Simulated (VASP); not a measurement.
A run of VASP 6.6.1:

INCAR

```
SYSTEM = SnSe
ALGO     = Normal         ! electronic algorithm
EDIFF    = 1E-6           ! SCF threshold, eV
ENCUT    = 500            ! plane-wave cutoff, eV
GGA      = PS             ! functional
GGA_COMPAT= .FALSE.      
ISIF     = 2              ! what is computed and relaxed
ISMEAR   = 0              ! smearing method
IVDW     = 12             ! dispersion correction
LASPH    = .TRUE.         ! aspherical terms in the spheres
LCHARG   = .FALSE.        ! write CHGCAR
LREAL    = .FALSE.        ! projectors in reciprocal space
LWAVE    = .FALSE.        ! write WAVECAR
NBANDS   = 17             ! bands
NELM     = 120            ! most SCF steps
PREC     = Accurate       ! precision mode
SIGMA    = 0.01           ! smearing width, eV
```

The input KPOINTS:

```
k-points
0
G
  5 5 5
  0 0 0
```

POSCAR

```
SnSe
1.0
    0.0000000000      3.0100000000      3.0100000000
    3.0100000000      0.0000000000      3.0100000000
    3.0100000000      3.0100000000      0.0000000000
Sn Se
1 1
Direct
    0.0000000000      0.0000000000      0.0000000000
    0.5000000000      0.5000000000      0.5000000000
```

Potentials or basis: VASP PAW PBE potentials, release 64 (Sn_d, Se).

The run is started by

```sh
$ cat potpaw_PBE.64/Sn_d/POTCAR potpaw_PBE.64/Se/POTCAR > POTCAR
$ mpirun -np 1 vasp_std > vasp.out
```

Hardware: 1 thread of Intel Xeon 8259CL, with other jobs on the host.

Task: How long does it take, and how much memory?

Result: Run time: 15 s on 1 thread of Intel Xeon 8259CL, with other jobs on the host, peak memory 0.18 GiB. Counts: scf iterations 12, k points 10.
